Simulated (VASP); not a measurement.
Here is a VASP 6.6.1 calculation.

The input INCAR:

```
PREC = Accurate
ENCUT = 520
EDIFF = 1E-6
ISMEAR = -1
SIGMA = 0.1
LREAL = False
LASPH = True
NELM = 60
ALGO = Normal
ISIF = 2
LWAVE = False
LCHARG = False
GGA = CA
NBANDS = 11
```

KPOINTS

```
regular mesh
0
Gamma
  10 10 10
```

Contents of POSCAR:

```
Ba
1.0
   -2.3789385306      2.3789385306      2.3789385306
    2.3789385306     -2.3789385306      2.3789385306
    2.3789385306      2.3789385306     -2.3789385306
Ba
1
Direct
    0.0000000000      0.0000000000      0.0000000000
```

Potentials or basis: VASP PAW LDA potentials, release 64 (Ba_sv).

Run with:

```console
$ cat potpaw_LDA.64/Ba_sv/POTCAR > POTCAR
$ mpirun -np 1 vasp_std > vasp.out
```

Task: Estimate the band gap on the k mesh.

Result: Zero (bands 5 and 6 overlap by 1.23 eV).

Task: Estimate the pressure.

Result: 0.1 GPa.

Caveat: spin-orbit coupling is left out, which moves the levels of the heavy elements.
